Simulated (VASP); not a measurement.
# MgS (I4/mmm) in VASP: notebook, part 2 of 2

VASP 6.6.1.

## 4. Single point, PBEsol (strain +0.050 along x and y, -0.050 along z)

The input, INCAR:

```
  PREC = Accurate
  ENCUT = 520
  EDIFF = 1E-6
  ISMEAR = 0
  SIGMA = 0.05
  LREAL = F
  LASPH = T
  NELM = 100
  ALGO = Normal
  ISIF = 2
  LWAVE = F
  LCHARG = F
  GGA = PS
  NBANDS = 11
```

The input, KPOINTS:

```
Automatic mesh
0
Gamma
  8 8 8
```

The input, POSCAR:

```
MgS
1.0
    0.0000000000      2.7317325000      2.4715675000
    2.7317325000      0.0000000000      2.4715675000
    2.7317325000      2.7317325000      0.0000000000
Mg S
1 1
Direct
    0.0000000000      0.0000000000      0.0000000000
    0.5000000000      0.5000000000      0.5000000000
```

Potentials or basis: VASP PAW PBE potentials, release 64 (Mg, S).

Command:

```sh
cat potpaw_PBE.64/Mg/POTCAR potpaw_PBE.64/S/POTCAR > POTCAR
mpirun -np 1 vasp_std > vasp.out
```

OUTCAR:

```text
PREC = Accurate
   ENCUT = 520
   EDIFF = 1E-6
   ISMEAR = 0
   LREAL = F
   LASPH = T
   NELM = 100
   ISIF = 2
   GGA = PS

 ion  position               nearest neighbor table
   1  0.000  0.000  0.000-   2 2.47   2 2.47   2 2.73   2 2.73   2 2.73   2 2.73
   2  0.500  0.500  0.500-   1 2.47   1 2.47   1 2.73   1 2.73   1 2.73   1 2.73

  LATTYP: Found a body centered tetragonal cell.
 ALAT       =     3.8632531503
 C/A-ratio  =     1.2795265564

  Lattice vectors:

 A1 = (   0.0000000000,  -2.7317325000,  -2.4715675000)
 A2 = (   0.0000000000,   2.7317325000,  -2.4715675000)
 A3 = (   2.7317325000,   0.0000000000,   2.4715675000)

Analysis of symmetry for initial positions (statically):
=====================================================================
 Subroutine PRICEL returns:
 Original cell was already a primitive cell.

 Routine SETGRP: Setting up the symmetry group for a
 body centered tetragonal supercell.

 Subroutine GETGRP returns: Found 16 space group operations
 (whereof 16 operations were pure point group operations)
 out of a pool of 16 trial point group operations.

The static configuration has the point symmetry D_4h.

Analysis of symmetry for dynamics (positions and initial velocities):
=====================================================================
 Subroutine PRICEL returns:
 Original cell was already a primitive cell.

 Routine SETGRP: Setting up the symmetry group for a
 body centered tetragonal supercell.

 Subroutine GETGRP returns: Found 16 space group operations
 (whereof 16 operations were pure point group operations)
 out of a pool of 16 trial point group operations.

The dynamic configuration has the point symmetry D_4h.

 Subroutine INISYM returns: Found 16 space group operations
 (whereof 16 operations are pure point group operations),
 and found     1 'primitive' translations

----------------------------------------------------------------------------------------

                                     Primitive cell

  volume of cell :      36.8875

  direct lattice vectors                    reciprocal lattice vectors
     0.000000000  2.731732500  2.471567500    -0.183034027  0.183034027  0.202300767
     2.731732500  0.000000000  2.471567500     0.183034027 -0.183034027  0.202300767
     2.731732500  2.731732500  0.000000000     0.183034027  0.183034027 -0.202300767

  length of vectors
     3.683884955  3.683884955  3.863253150     0.328524748  0.328524748  0.328524748

  position of ions in fractional coordinates (direct lattice)
     0.000000000  0.000000000  0.000000000
     0.500000000  0.500000000  0.500000000

  ion indices of the primitive-cell ions
   primitive index   ion index
                 1           1
                 2           2

----------------------------------------------------------------------------------------

 KPOINTS: Automatic mesh

Automatic generation of k-mesh.
 Grid dimensions read from file:
 generate k-points for:    8    8    8

 Generating k-lattice:

  Cartesian coordinates                     Fractional coordinates (reciprocal lattice)
    -0.022879253  0.022879253  0.025287596     0.125000000  0.000000000  0.000000000
     0.022879253 -0.022879253  0.025287596     0.000000000  0.125000000  0.000000000
     0.022879253  0.022879253 -0.025287596     0.000000000  0.000000000  0.125000000

  Length of vectors
     0.041065594  0.041065594  0.041065594

  Shift w.r.t. Gamma in fractional coordinates (k-lattice)
     0.000000000  0.000000000  0.000000000

 Subroutine IBZKPT returns following result:
 ===========================================

 Found     59 irreducible k-points:

 Following reciprocal coordinates:
            Coordinates               Weight
  0.000000  0.000000  0.000000      1.000000
  0.125000  0.000000  0.000000      8.000000
  0.250000  0.000000  0.000000      8.000000
  0.375000  0.000000  0.000000      8.000000
  0.500000  0.000000  0.000000      4.000000
  0.125000  0.125000  0.000000      2.000000
[... 16 lines left out ...]
  0.250000  0.000000  0.125000     16.000000
  0.375000  0.000000  0.125000     16.000000
 [... further k-points ...]
   k-points           NKPTS =     59   k-points in BZ     NKDIM =     59   number of bands    NBANDS=     11
   number of dos      NEDOS =    301   number of ions     NIONS =      2
   total plane-waves  NPLWV =  23520
   dimension x,y,z NGX =    28 NGY =   28 NGZ =   30
   dimension x,y,z NGXF=    56 NGYF=   56 NGZF=   60
   ions per type =               1   1
   NGX,Y,Z   is equivalent  to a cutoff of  12.64, 12.64, 12.91 a.u.
   NGXF,Y,Z  is equivalent  to a cutoff of  25.27, 25.27, 25.82 a.u.
 SYSTEM =  unknown system
   PREC   = accura    normal or accurate (medium, high low for compatibility)
   ISTART =      0    job   : 0-new  1-cont  2-samecut
   ICHARG =      2    charge: 1-file 2-atom 10-const
   ISPIN  =      1    spin polarized calculation?
   LNONCOLLINEAR =      F non collinear calculations
   LSORBIT =      F    spin-orbit coupling
   LASPH  =      T    aspherical Exc in radial PAW
   ENCUT  =  520.0 eV  38.22 Ry    6.18 a.u.   6.85  6.85  7.18*2*pi/ulx,y,z
   NELM   =    100;   NELMIN=  2; NELMDL= -5     # of ELM steps
   EDIFF  = 0.1E-05   stopping-criterion for ELM
   LREAL  =      F    real-space projection
   EDIFFG = 0.1E-04   stopping-criterion for IOM
   NSW    =      0    number of steps for IOM
   IBRION =     -1    ionic relax: 0-MD 1-quasi-New 2-CG
   NFREE  =      0    steps in history (QN), initial steepest desc. (CG)
   ISIF   =      2    stress and relaxation
   ISYM   =      2    0-nonsym 1-usesym 2-fastsym
   POTIM  = 0.5000    time-step for ionic-motion
   TEBEG  =    0.0;   TEEND  =   0.0 temperature during run
   PSTRESS=    0.0 pullay stress
   NELECT =       8.0000    total number of electrons
   NUPDOWN=      -1.0000    fix difference up-down
   EMIN   =  10.00;   EMAX   =-10.00  energy-range for DOS
   EFERMI =   0.00;   METHOD = LEGACY
   ISMEAR =     0;   SIGMA  =   0.05  broadening in eV -4-tet -1-fermi 0-gaus
   EFERMI_NEDOS =   21; number of points for ismear=-14 and -15
   IALGO  =     38    algorithm
   IMIX   =      4    mixing-type and parameters
     AMIX     =   0.40;   BMIX     =  1.00
     AMIX_MAG =   1.60;   BMIX_MAG =  1.00
  volume/ion in A,a.u.               =      18.44       124.46
  Fermi-wavevector in a.u.,A,eV,Ry     =   0.983585  1.858706 13.162812  0.967439
  Thomas-Fermi vector in A             =   2.114754
   LORBIT       =      0    0 simple, 1 ext, 2 COOP (PROOUT), +10 PAW based schemes
   GGA     = PS    functional components
   LHFCALC =     F    Hartree Fock is set to
   AEXX    =    0.0000 exact exchange contribution
   IVDW    =     0    specifies the selected vdW correction
   LEPSILON=     F    determine dielectric tensor
   LRPA    =     F    only Hartree local field effects (RPA)
 non-spin polarized calculation
 Gauss-broadening in eV      SIGMA  =   0.05
  energy-cutoff  :      520.00
  volume of cell :       36.89
 maximum number of plane-waves:      1018
   NGX = 13   NGY = 13   NGZ = 15

 number of electron       8.0000000 magnetization

 Free energy of the ion-electron system (eV)
  ---------------------------------------------------
  ext. energy  EPLUGINS =         0.00000000
  ---------------------------------------------------
  free energy    TOTEN  =        -8.97568882 eV

  energy without entropy =       -8.97568882  energy(sigma->0) =       -8.97568882

 E-fermi :   3.6470     XC(G=0):  -9.6330

 val. band max:        3.4089772474   @ k =   0.0000   0.0000   0.0000
 cond. band min:       5.6909925303   @ k =   0.5000   0.5000   0.0000
 fundamental gap:      2.2820152829
 Fermi energy:         3.6469846661

 k-point     1 :       0.0000    0.0000    0.0000
  band No.  band energies     occupation
      1      -9.1856      2.00000
      2       2.9126      2.00000
      3       3.4090      2.00000
      4       3.4090      2.00000
      5       6.5116      0.00000
      6      10.8738      0.00000
      7      10.8738      0.00000
      8      11.8660      0.00000
      9      12.8384      0.00000
     10      14.0755      0.00000
     11      15.1155      0.00000
[... 309 lines left out ...]
 k-point    24 :       0.3750    0.0000    0.1250
  band No.  band energies     occupation
      1      -8.2866      2.00000
      2      -0.3239      2.00000
      3       2.2977      2.00000
      4       2.5895      2.00000
      5       8.3367      0.00000
      6       9.4580      0.00000
      7      11.1594      0.00000
      8      11.6677      0.00000
      9      14.4552      0.00000
     10      15.7163      0.00000
     11      15.9489      0.00000

 [... further k-points ...]
[... 5 lines left out ...]
  --------------------------------------------------------------------------------------
  -------------------------------------------------------------------------------------
  Total       -1.3829219     -1.3829219      0.8522774      0.0000000     -0.0000000     -0.0000000
  in kB      -60.0660999    -60.0660999     37.0179810      0.0000000     -0.0000000     -0.0000000
  external PRESSURE =     -27.7047396 kB  Pullay stress =       0.0000000 kB

 VOLUME and BASIS-vectors are now :
 -----------------------------------------------------------------------------
  energy-cutoff  :      520.00
  volume of cell :       36.89
      direct lattice vectors                 reciprocal lattice vectors
     0.000000000  2.731732500  2.471567500    -0.183034027  0.183034027  0.202300767
     2.731732500  0.000000000  2.471567500     0.183034027 -0.183034027  0.202300767
     2.731732500  2.731732500  0.000000000     0.183034027  0.183034027 -0.202300767

 POSITION                                       TOTAL-FORCE (eV/Angst)
 -----------------------------------------------------------------------------------
      0.00000      0.00000      0.00000        -0.000000     -0.000000     -0.000000
      2.73173      2.73173      2.47157         0.000000      0.000000      0.000000
 -----------------------------------------------------------------------------------
    total drift:                                0.000000      0.000000      0.000000

  FREE ENERGIE OF THE ION-ELECTRON SYSTEM (eV)
  ---------------------------------------------------
  free  energy   TOTEN  =        -8.9756888172 eV

  energy  without entropy=       -8.9756888172  energy(sigma->0) =       -8.97568882
```

OSZICAR:

```text
N       E                     dE             d eps       ncg     rms          rms(c)
DAV:   1     0.212642634393E+02    0.21264E+02   -0.35680E+03  1370   0.589E+02
DAV:   2    -0.795613069940E+01   -0.29220E+02   -0.27744E+02  1640   0.995E+01
DAV:   3    -0.936904899689E+01   -0.14129E+01   -0.14102E+01  1663   0.235E+01
DAV:   4    -0.937752530599E+01   -0.84763E-02   -0.84753E-02  1527   0.216E+00
DAV:   5    -0.937760589087E+01   -0.80585E-04   -0.80584E-04  1612   0.210E-01    0.398E+00
DAV:   6    -0.902229649936E+01    0.35531E+00   -0.78051E-01  1478   0.336E+00    0.298E+00
DAV:   7    -0.897907003217E+01    0.43226E-01   -0.19253E-01  1557   0.182E+00    0.190E+00
DAV:   8    -0.897599475135E+01    0.30753E-02   -0.11768E-02  1421   0.627E-01    0.773E-01
DAV:   9    -0.897570012190E+01    0.29463E-03   -0.71577E-04  1508   0.145E-01    0.310E-01
DAV:  10    -0.897568756964E+01    0.12552E-04   -0.14857E-04  1504   0.553E-02    0.215E-02
DAV:  11    -0.897568860363E+01   -0.10340E-05   -0.18840E-06  1514   0.889E-03    0.538E-03
DAV:  12    -0.897568881725E+01   -0.21362E-06   -0.87344E-08   826   0.216E-03
   1 F= -.89756888E+01 E0= -.89756888E+01  d E =-.159021E-13
```

Wall time 9.2 s (1 thread of Intel Xeon 6975P-C (Granite Rapids), shared host); peak memory 0.16 GiB.

Results:

```
Free energy            : -8.9757 eV
Pressure               : -2.8 GPa
Band gap on the k mesh : 2.28 eV, indirect (least direct gap 3.10 eV)
```

Stress tensor (GPa, compression positive):
```
-6.01  0.00  0.00
 0.00 -6.01  0.00
 0.00  0.00  3.70
```

Levels at points of the mesh, in eV from the valence-band top:
```
           k point  band 1  band 2  band 3  band 4  band 5  band 6  band 7  band 8
(0.00, 0.00, 0.00)  -12.59   -0.50    0.00    0.00    3.10    7.46    7.46    8.46
(0.50, 0.00, 0.00)  -11.38   -4.82   -0.83   -0.62    4.09    6.13    7.38    9.47
(0.50, 0.50, 0.00)  -10.85   -4.09   -2.03   -2.03    2.28    4.00   11.92   12.28
(0.50, 0.00, 0.50)  -11.16   -4.21   -2.02   -1.19    2.70    4.41   10.90   11.62
```

Caveat: the cell differs from its parent crystal (strain +0.050 along x and y, -0.050 along z); the PAW data sets were made with another functional, which shifts forces and pressure a little.

## 5. The runs side by side

| cell | gap on the mesh (eV) | pressure (GPa) |
| --- | --- | --- |
| a = 3.636, b = 3.636, c = 3.771 Å, angles 58.8, 58.8, 62.5°, 2 atoms | 2.41 | 0.0 |
| a = 3.680, b = 3.680, c = 3.771 Å, angles 59.2, 59.2, 61.6°, 2 atoms | 2.45 | -2.5 |
| a = 3.684, b = 3.684, c = 3.863 Å, angles 58.4, 58.4, 63.2°, 2 atoms | 2.28 | -2.8 |

Alike in all rows: task single point; level PBEsol; potentials or basis VASP PAW PBE potentials, release 64 (Mg, S); no spin polarisation; k mesh 8 × 8 × 8; cutoff (eV) 520; smearing gaussian 0.05 eV.

Caveats: the PAW data sets were made with another functional, which shifts forces and pressure a little.

Total energies depend on the potentials used, so only differences within one code and one set of settings carry meaning.
